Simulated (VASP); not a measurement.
# TaBi3O7 (Cm) in VASP: single point with PBE

Aim: the single point of TaBi3O7 with PBE.

Program: VASP 6.6.1. These are calculated values, not measurements. Logs are shortened: lines on timing, memory, paths and dates and some standing lists are left out, and cuts for length are marked.

**1. The cell of the first run**

Symmetry: Cm, No. 8, monoclinic system. Conventional cell: a = 7.060 Å, b = 3.732 Å, c = 13.014 Å, α = 90.00°, β = 101.32°, γ = 90.00°. Within 2.6 Å of Ta (site symmetry m) lie 7 O at 1.95 to 2.50 Å. Within 3.0 Å of Bi (site symmetry m) lie 5 O at 2.24 to 2.42 Å. Bi (site symmetry m) has 7 O at 2.25 to 2.93 Å within 3.0 Å. Bi (site symmetry m) has 7 O at 2.37 to 2.69 Å within 3.1 Å. O (site symmetry m) has 1 Ta at 2.00 Å and 3 Bi at 2.25 to 2.61 Å and 3 O at 2.63 to 2.76 Å within 2.8 Å. Within 2.8 Å of O (site symmetry m) lie 3 Ta at 1.99 to 2.50 Å and 6 O at 2.44 to 2.71 Å and 1 Bi at 2.46 Å. O (site symmetry m) has 4 Bi at 2.33 to 2.93 Å and 3 O at 3.08 to 3.17 Å within 3.2 Å. O (site symmetry m) has 4 Bi at 2.34 to 2.69 Å and 6 O at 2.96 to 3.22 Å within 3.3 Å.

**2. Single point, PBE**

The input, INCAR:

```
SYSTEM = TaBi3O7
PREC = Accurate
ENCUT = 520
EDIFF = 1E-6
ISMEAR = 0
SIGMA = 0.02
LREAL = .FALSE.
LASPH = .TRUE.
NELM = 100
ALGO = Normal
ISIF = 2
LWAVE = .FALSE.
LCHARG = .FALSE.
GGA = PE
NBANDS = 60
```

The input, KPOINTS:

```
regular mesh
0
G
  8 8 2
  0 0 0
```

The input, POSCAR:

```
TaBi3O7
1.0
    3.5297255357     -1.8658051452     -0.0250157102
    3.5297255357      1.8658051452     -0.0250157102
   -2.4645926434      0.0000000000     12.7786738304
Ta Bi O
1 3 7
Direct
    0.5538937292      0.5538937292      0.5064591966
   -0.0069248785     -0.0069248785      0.0150667985
    0.2777093461      0.2777093461      0.7376218932
    0.7381071949      0.7381071949      0.2778989836
    0.5336679215      0.5336679215      0.6579065956
    0.8151527339      0.8151527339      0.4703852166
    0.9260616880      0.9260616880      0.8257928410
    0.0614838968      0.0614838968      0.1982331783
    0.1596385374      0.1596385374      0.5451999306
    0.4582661915      0.4582661915      0.3550054187
    0.6697456392      0.6697456392      0.0230559473
```

Potentials or basis: VASP PAW PBE potentials, release 64 (Ta_pv, Bi_d, O).

Run with:

```
$ cat potpaw_PBE.64/Ta_pv/POTCAR potpaw_PBE.64/Bi_d/POTCAR potpaw_PBE.64/O/POTCAR > POTCAR
$ mpirun -np 1 vasp_std > vasp.out
```

OUTCAR:

```text
SYSTEM = TaBi3O7
   PREC = Accurate
   ENCUT = 520
   EDIFF = 1E-6
   ISMEAR = 0
   LREAL = .FALSE.
   LASPH = .TRUE.
   NELM = 100
   ISIF = 2
   GGA = PE

 ion  position               nearest neighbor table
   1  0.554  0.554  0.506-  10 1.95   6 1.99   5 2.00   9 2.04   9 2.04   6 2.50   6 2.50   4 3.47
                             3 3.63   3 3.63
   2  0.993  0.993  0.015-  11 2.24  11 2.24  11 2.31   8 2.34   7 2.42
   3  0.278  0.278  0.738-   5 2.25   7 2.33   7 2.33   9 2.48   5 2.61   5 2.61   7 2.93   1 3.63
                             1 3.63
   4  0.738  0.738  0.278-   8 2.37   8 2.37  10 2.39   6 2.46  10 2.51  10 2.51   8 2.69   1 3.47

   5  0.534  0.534  0.658-   1 2.00   3 2.25   3 2.61   3 2.61
   6  0.815  0.815  0.470-   1 1.99   4 2.46   1 2.50   1 2.50
   7  0.926  0.926  0.826-   3 2.33   3 2.33   2 2.42   3 2.93
   8  0.061  0.061  0.198-   2 2.34   4 2.37   4 2.37   4 2.69
   9  0.160  0.160  0.545-   1 2.04   1 2.04   3 2.48
  10  0.458  0.458  0.355-   1 1.95   4 2.39   4 2.51   4 2.51
  11  0.670  0.670  0.023-   2 2.24   2 2.24   2 2.31

  LATTYP: Found a base centered monoclinic cell.
 ALAT       =     7.0596283594
 B/A-ratio  =     0.5285845232
 C/A-ratio  =     1.8434644456
 COS(beta)  =    -0.1963315486

  Lattice vectors:

 A1 = (   3.5297255357,  -1.8658051452,  -0.0250157102)
 A2 = (   3.5297255357,   1.8658051452,  -0.0250157102)
 A3 = (  -2.4645926434,   0.0000000000,  12.7786738304)

Analysis of symmetry for initial positions (statically):
=====================================================================
 Subroutine PRICEL returns:
 Original cell was already a primitive cell.

 Routine SETGRP: Setting up the symmetry group for a
 base centered monoclinic supercell.

 Subroutine GETGRP returns: Found  2 space group operations
 (whereof  2 operations were pure point group operations)
 out of a pool of  4 trial point group operations.

The static configuration has the point symmetry C_1h.

Analysis of symmetry for dynamics (positions and initial velocities):
=====================================================================
 Subroutine PRICEL returns:
 Original cell was already a primitive cell.

 Routine SETGRP: Setting up the symmetry group for a
 base centered monoclinic supercell.

 Subroutine GETGRP returns: Found  2 space group operations
 (whereof  2 operations were pure point group operations)
 out of a pool of  4 trial point group operations.

The dynamic configuration has the point symmetry C_1h.

 Subroutine INISYM returns: Found  2 space group operations
 (whereof  2 operations are pure point group operations),
 and found     1 'primitive' translations

----------------------------------------------------------------------------------------

                                     Primitive cell

  volume of cell :     168.0850

  direct lattice vectors                    reciprocal lattice vectors
     3.529725536 -1.865805145 -0.025015710     0.141847963 -0.267980824  0.027357882
     3.529725536  1.865805145 -0.025015710     0.141847963  0.267980824  0.027357882
    -2.464592643  0.000000000 12.778673830     0.000555367  0.000000000  0.078362494

  length of vectors
     3.992595269  3.992595269 13.014173879     0.304438861  0.304438861  0.078364462

  position of ions in fractional coordinates (direct lattice)
     0.553893729  0.553893729  0.506459197
     0.993075121  0.993075121  0.015066799
     0.277709346  0.277709346  0.737621893
     0.738107195  0.738107195  0.277898984
     0.533667921  0.533667921  0.657906596
     0.815152734  0.815152734  0.470385217
     0.926061688  0.926061688  0.825792841
     0.061483897  0.061483897  0.198233178
     0.159638537  0.159638537  0.545199931
     0.458266192  0.458266192  0.355005419
     0.669745639  0.669745639  0.023055947

  ion indices of the primitive-cell ions
   primitive index   ion index
                 1           1
                 2           2
                 3           3
                 4           4
                 5           5
                 6           6
                 7           7
                 8           8
                 9           9
                10          10
                11          11

----------------------------------------------------------------------------------------

 KPOINTS: regular mesh

Automatic generation of k-mesh.
 Grid dimensions read from file:
 generate k-points for:    8    8    2

 Generating k-lattice:

  Cartesian coordinates                     Fractional coordinates (reciprocal lattice)
     0.017730995 -0.033497603  0.003419735     0.125000000 -0.000000000  0.000000000
     0.017730995  0.033497603  0.003419735    -0.000000000  0.125000000  0.000000000
     0.000277684  0.000000000  0.039181247     0.000000000  0.000000000  0.500000000

  Length of vectors
     0.038054858  0.038054858  0.039182231

  Shift w.r.t. Gamma in fractional coordinates (k-lattice)
     0.000000000  0.000000000  0.000000000

 Subroutine IBZKPT returns following result:
 ===========================================

 Found     42 irreducible k-points:

 Following reciprocal coordinates:
            Coordinates               Weight
  0.000000  0.000000  0.000000      1.000000
  0.125000 -0.000000  0.000000      4.000000
  0.250000 -0.000000  0.000000      4.000000
  0.375000 -0.000000 -0.000000      4.000000
  0.500000 -0.000000  0.000000      2.000000
  0.125000  0.125000  0.000000      2.000000
[... 16 lines left out ...]
  0.125000 -0.000000  0.500000      4.000000
  0.250000 -0.000000  0.500000      4.000000
 [... further k-points ...]
   k-points           NKPTS =     42   k-points in BZ     NKDIM =     42   number of bands    NBANDS=     60
   number of dos      NEDOS =    301   number of ions     NIONS =     11
   total plane-waves  NPLWV =  88200
   dimension x,y,z NGX =    30 NGY =   30 NGZ =   98
   dimension x,y,z NGXF=    60 NGYF=   60 NGZF=  196
   ions per type =               1   3   7
   NGX,Y,Z   is equivalent  to a cutoff of  12.49, 12.49, 12.52 a.u.
   NGXF,Y,Z  is equivalent  to a cutoff of  24.98, 24.98, 25.04 a.u.
 SYSTEM =  TaBi3O7
   PREC   = accura    normal or accurate (medium, high low for compatibility)
   ISTART =      0    job   : 0-new  1-cont  2-samecut
   ICHARG =      2    charge: 1-file 2-atom 10-const
   ISPIN  =      1    spin polarized calculation?
   LNONCOLLINEAR =      F non collinear calculations
   LSORBIT =      F    spin-orbit coupling
   LASPH  =      T    aspherical Exc in radial PAW
   ENCUT  =  520.0 eV  38.22 Ry    6.18 a.u.   7.42  7.42 24.20*2*pi/ulx,y,z
   NELM   =    100;   NELMIN=  2; NELMDL= -5     # of ELM steps
   EDIFF  = 0.1E-05   stopping-criterion for ELM
   LREAL  =      F    real-space projection
   EDIFFG = 0.1E-04   stopping-criterion for IOM
   NSW    =      0    number of steps for IOM
   IBRION =     -1    ionic relax: 0-MD 1-quasi-New 2-CG
   NFREE  =      0    steps in history (QN), initial steepest desc. (CG)
   ISIF   =      2    stress and relaxation
   ISYM   =      2    0-nonsym 1-usesym 2-fastsym
   POTIM  = 0.5000    time-step for ionic-motion
   TEBEG  =    0.0;   TEEND  =   0.0 temperature during run
   PSTRESS=    0.0 pullay stress
   NELECT =      98.0000    total number of electrons
   NUPDOWN=      -1.0000    fix difference up-down
   EMIN   =  10.00;   EMAX   =-10.00  energy-range for DOS
   EFERMI =   0.00;   METHOD = LEGACY
   ISMEAR =     0;   SIGMA  =   0.02  broadening in eV -4-tet -1-fermi 0-gaus
   EFERMI_NEDOS =   21; number of points for ismear=-14 and -15
   IALGO  =     38    algorithm
   IMIX   =      4    mixing-type and parameters
     AMIX     =   0.40;   BMIX     =  1.00
     AMIX_MAG =   1.60;   BMIX_MAG =  1.00
  volume/ion in A,a.u.               =      15.28       103.12
  Fermi-wavevector in a.u.,A,eV,Ry     =   1.367647  2.584477 25.449113  1.870457
  Thomas-Fermi vector in A             =   2.493681
   LORBIT       =      0    0 simple, 1 ext, 2 COOP (PROOUT), +10 PAW based schemes
   GGA     = PE    functional components
   LHFCALC =     F    Hartree Fock is set to
   AEXX    =    0.0000 exact exchange contribution
   IVDW    =     0    specifies the selected vdW correction
   LEPSILON=     F    determine dielectric tensor
   LRPA    =     F    only Hartree local field effects (RPA)
 non-spin polarized calculation
 Gauss-broadening in eV      SIGMA  =   0.02
  energy-cutoff  :      520.00
  volume of cell :      168.09
 maximum number of plane-waves:      4552
 NGX is ok and might be reduce to    30
   NGX = 15   NGY = 15   NGZ = 49

 number of electron      98.0000010 magnetization

 Free energy of the ion-electron system (eV)
  ---------------------------------------------------
  ext. energy  EPLUGINS =         0.00000000
  ---------------------------------------------------
  free energy    TOTEN  =       -76.05227578 eV

  energy without entropy =      -76.05227578  energy(sigma->0) =      -76.05227578

 E-fermi :   5.5396     XC(G=0): -10.4859

 val. band max:        5.3726006728   @ k =  -0.3750   0.3750   0.0000
 cond. band min:       7.2873899680   @ k =   0.0000   0.0000   0.0000
 fundamental gap:      1.9147892951
 Fermi energy:         5.5395674362

 k-point     1 :       0.0000    0.0000    0.0000
  band No.  band energies     occupation
      1     -29.8746      2.00000
      2     -29.7936      2.00000
      3     -29.7225      2.00000
      4     -17.2936      2.00000
      5     -17.2482      2.00000
      6     -17.2152      2.00000
[... 52 lines left out ...]
     59      10.6230      0.00000
     60      10.6288      0.00000

 k-point     2 :       0.1250   -0.0000    0.0000
  band No.  band energies     occupation
      1     -29.8738      2.00000
      2     -29.7966      2.00000
      3     -29.7399      2.00000
      4     -17.3016      2.00000
      5     -17.2435      2.00000
      6     -17.2131      2.00000
[... 1375 lines left out ...]
     59      10.5676      0.00000
     60      10.8232      0.00000

 k-point    24 :       0.2500   -0.0000    0.5000
  band No.  band energies     occupation
      1     -29.8721      2.00000
      2     -29.8068      2.00000
      3     -29.7784      2.00000
      4     -17.3299      2.00000
      5     -17.2433      2.00000
      6     -17.2260      2.00000
[... 52 lines left out ...]
     59      10.7181      0.00000
     60      11.0177      0.00000

 [... further k-points ...]
[... 5 lines left out ...]
  --------------------------------------------------------------------------------------
  -------------------------------------------------------------------------------------
  Total        0.1863368      0.2457940      0.3469873      0.0000000      0.0000000     -0.0247629
  in kB        1.7761521      2.3428950      3.3074647      0.0000000      0.0000000     -0.2360382
  external PRESSURE =       2.4755039 kB  Pullay stress =       0.0000000 kB

 VOLUME and BASIS-vectors are now :
 -----------------------------------------------------------------------------
  energy-cutoff  :      520.00
  volume of cell :      168.09
      direct lattice vectors                 reciprocal lattice vectors
     3.529725536 -1.865805145 -0.025015710     0.141847963 -0.267980824  0.027357882
     3.529725536  1.865805145 -0.025015710     0.141847963  0.267980824  0.027357882
    -2.464592643  0.000000000 12.778673830     0.000555367  0.000000000  0.078362494

 POSITION                                       TOTAL-FORCE (eV/Angst)
 -----------------------------------------------------------------------------------
      2.66197      0.00000      6.44416        -0.087146      0.000000      0.027185
      6.97343      0.00000      0.14285        -0.014656      0.000000     -0.012753
      0.14254      0.00000      9.41194        -0.030576      0.000000     -0.000407
      4.52572      0.00000      3.51425         0.022146      0.000000     -0.006804
      2.14593      0.00000      8.38047         0.002249      0.000000      0.061009
      4.59522      0.00000      5.97012         0.076692      0.000000     -0.009083
      4.50224      0.00000     10.50621         0.012527      0.000000      0.012760
     -0.05452      0.00000      2.53008        -0.011292      0.000000     -0.001573
     -0.21674      0.00000      6.95895         0.035171      0.000000      0.018606
      2.36016      0.00000      4.51357        -0.019981      0.000000     -0.093693
      4.67121      0.00000      0.26112         0.014866      0.000000      0.004753
 -----------------------------------------------------------------------------------
    total drift:                                0.000431      0.000000     -0.000218

  FREE ENERGIE OF THE ION-ELECTRON SYSTEM (eV)
  ---------------------------------------------------
  free  energy   TOTEN  =       -76.0522757799 eV

  energy  without entropy=      -76.0522757799  energy(sigma->0) =      -76.05227578
```

Wall time 23 min (1 thread of Intel Xeon 8259CL, shared host); peak memory 0.51 GiB.

Results:

```
Free energy            : -76.0523 eV
Pressure               : 0.2 GPa
Largest force          : 0.096 eV/Å
Band gap on the k mesh : 1.91 eV (least direct gap 2.47 eV)
```

Forces in eV/Å, atoms in the order of the input:
```
Ta  -0.087  0.000  0.027
Bi  -0.015  0.000 -0.013
Bi  -0.031  0.000  0.000
Bi   0.022  0.000 -0.007
O    0.002  0.000  0.061
O    0.077  0.000 -0.009
O    0.013  0.000  0.013
O   -0.011  0.000 -0.002
O    0.035  0.000  0.019
O   -0.020  0.000 -0.094
O    0.015  0.000  0.005
```

Stress tensor (GPa, compression positive):
```
 0.18  0.00 -0.02
 0.00  0.23  0.00
-0.02  0.00  0.33
```

Caveat: spin-orbit coupling is left out, which moves the levels of the heavy elements. A k mesh can miss the band edges.
